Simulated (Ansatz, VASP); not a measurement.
**LiBr in VASP and in Ansatz**

Contents of POSCAR:

```
LiBr
1.0
    0.0000000000      2.6675826783      2.6675826783
    2.6675826783      0.0000000000      2.6675826783
    2.6675826783      2.6675826783      0.0000000000
Li Br
1 1
Direct
    0.0000000000      0.0000000000      0.0000000000
    0.5000000000      0.5000000000      0.5000000000
```

The input INCAR.step1:

```
SYSTEM = LiBr
PREC = Accurate
ENCUT = 720
ISMEAR = -1
SIGMA = 0.03
LREAL = .FALSE.
LASPH = .TRUE.
NELM = 120
NBANDS = 12
GGA = PE
ALGO = Normal
EDIFF = 1E-5
LWAVE = .TRUE.
LCHARG = .FALSE.
GGA_COMPAT = .FALSE.
```

INCAR.step2

```
SYSTEM = LiBr
PREC = Accurate
ENCUT = 720
EDIFF = 1E-8
ISMEAR = -1
SIGMA = 0.03
LREAL = .FALSE.
LASPH = .TRUE.
NELM = 120
ALGO = Normal
ISIF = 2
LWAVE = .FALSE.
LCHARG = .FALSE.
METAGGA = R2SCAN
LMIXTAU = .TRUE.
LEFG = .TRUE.
NBANDS = 12
ISTART = 1
GGA_COMPAT = .FALSE.
```

KPOINTS

```
Automatic mesh
0
G
  10 10 10
  0 0 0
```

Input for Ansatz:

```yaml
crystal:
  lattice:
    - [0.0, 2.6675826783, 2.6675826783]
    - [2.6675826783, 0.0, 2.6675826783]
    - [2.6675826783, 2.6675826783, 0.0]
  atoms:
    - { symbol: Li, position: [0.0, 0.0, 0.0] }
    - { symbol: Br, position: [0.5, 0.5, 0.5] }
kpoints:
  mp_grid: { grid: [10, 10, 10] }
scf:
  occupations: { method: fermi_dirac, width: 0.03 }
hamiltonian:
  xc: r2scan
  pseudopotentials: { kind: all_electron, datasets: crystal }
output:
  forces: true
  stress: true
  eigenvalues: true
  efg: { contact_densities: true }
```

Change from the starting cell: volume scaled by 0.9405, crystal datasets.

Alike in both runs: task electric field gradients; functional r2SCAN; k mesh 10 × 10 × 10; occupations fermi-dirac, width 0.03 eV; no spin polarisation.

```csv
,VASP,Ansatz
version,VASP 6.6.1,Ansatz 0.2.0
potentials or method,"VASP PAW PBE potentials, release 64 (Li_sv, Br), cutoff 720 eV","all-electron PAW with datasets made for the crystal, scalar-relativistic"
```

Ansatz gave:

* gap on the k mesh at the Fermi level (eV): 6.30
* pressure (GPa): 2.7

Problem. Which values does VASP return?

Solution. gap on the k mesh at the Fermi level (eV): 6.36; pressure (GPa): 2.3.

VASP's potentials were made for PBE, not for r2SCAN. Ansatz ran all-electron here, and VASP with PAW potentials.
